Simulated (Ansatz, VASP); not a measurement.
InSe: VASP beside Ansatz

```
In Se
1.0
     5.82639   -2.05465    0.00000
     5.82639    2.05465    0.00000
    -1.72323    0.00000    4.77135
In Se
2 2
Direct
  0.88820 0.88820 0.04684
  0.11180 0.11180 0.95316
  0.66093 0.66093 0.66896
  0.33907 0.33907 0.33104
```

Alike in both runs: task relaxation of cell and atoms; functional revPBE; dispersion D4; k mesh 5 × 5 × 5; occupations fermi-dirac, width 0.05 eV; no spin polarisation.

|  | VASP | Ansatz |
| --- | --- | --- |
| version | VASP 6.6.1 | Ansatz 0.2.0 |
| potentials or method | VASP PAW PBE potentials, release 64 (In_d, Se) | Ansatz PAW |
| plane-wave cutoff (eV) | 600 | 420 |
| valence electrons in the cell | 38 | 58 |

|  | VASP | Ansatz | Ansatz less VASP |
| --- | --- | --- | --- |
| gap on the k mesh at the Fermi level, each at its own relaxed structure (eV) | 0.55 | 0.54 | -0.015 |
| relaxed volume (Å³/atom) | 25.58 | 25.53 | -0.044 |
| relaxed length of the cell vector where the two differ most in proportion (Å) | 4.437 | 4.424 | -0.0133 |

VASP's potentials were made for PBE, not for revPBE. VASP's potentials hold 38 valence electrons a cell and Ansatz's 58, so a difference there can come from the potentials and not from the codes.

Noted on Ansatz's run: odd divisions of the mesh miss points on the zone boundary, where band edges often lie, so the gap on the mesh can be too wide; the plane-wave basis is chosen anew once the cell has moved, so the energies of steps on either side of that aren't comparable.
